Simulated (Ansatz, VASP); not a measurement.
GaGe3 in VASP and in Ansatz

```
CELL_PARAMETERS angstrom
0.00000 3.43174 3.43174
3.43174 0.00000 3.43174
3.43174 3.43174 0.00000
ATOMIC_POSITIONS crystal
Ge 0.50000 0.50000 0.50000
Ge 0.75000 0.75000 0.75000
Ge 0.25000 0.25000 0.25000
Ga 0.00000 0.00000 0.00000
```

Change from the starting cell: volume scaled by 1.04.

Alike in both runs: task single point; functional LDA; k mesh 7 × 7 × 7; occupations fermi-dirac, width 0.05 eV; no spin polarisation.

```csv
,VASP,Ansatz
version,VASP 6.6.1,Ansatz 0.2.0
potentials or method,"VASP PAW LDA potentials, release 64 (Ge_d, Ga_d), cutoff 520 eV","all-electron LAPW, scalar-relativistic"
```

Ansatz gave:

| Item | Value |
| --- | --- |
| gap on the k mesh at the Fermi level (eV) | none |
| pressure (GPa) | -7.3 |

**Question.** Estimate VASP's values.

**Answer.** gap on the k mesh at the Fermi level (eV): none; pressure (GPa): -7.0.

LDA's correlation is that of Perdew and Zunger in VASP and of Perdew and Wang (1992) in Ansatz. A gap of «none» marks a metal or a gap that the smearing closes. Ansatz ran all-electron here, and VASP with PAW potentials.
